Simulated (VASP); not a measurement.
Ca, 1 atom in the cell. The structure is cubic, space group Im-3m (No. 229). The conventional cell has a = 4.568 Å, b = 4.568 Å, c = 4.568 Å, α = 90.00°, β = 90.00°, γ = 90.00°. Ca (site symmetry m-3m) has 14 Ca at 3.96 to 4.57 Å within 5.2 Å. 

```yaml
Program: VASP 6.6.1
Task: single point
Functional: PBE
Potentials_or_basis: VASP PAW PBE potentials, release 64 (Ca_sv)
Cutoff: 520 eV
k_mesh: 10 × 10 × 10
Occupations: gaussian, width 0.05 eV
Spin: no spin polarisation
Dipole_correction: no
Further_INCAR_settings: ALGO = Normal; EDIFF = 1e-06; NBANDS = 11
```

Potentials or basis: VASP PAW PBE potentials, release 64 (Ca_sv).

Launch:

```sh
$ cat potpaw_PBE.64/Ca_sv/POTCAR > POTCAR
$ mpirun -np 1 vasp_std > vasp.out
```

Hardware: 1 thread of Intel(R) Xeon(R) Platinum 8175M CPU @ 2.50GHz (Skylake/Cascade Lake), with other jobs on the host.

**Question.** Estimate the wall time of this run.

**Answer.** Wall time 23 s on 1 thread of Intel(R) Xeon(R) Platinum 8175M CPU @ 2.50GHz (Skylake/Cascade Lake), with other jobs on the host, peak memory 0.17 GiB. Counts: scf iterations 11, k points 47.
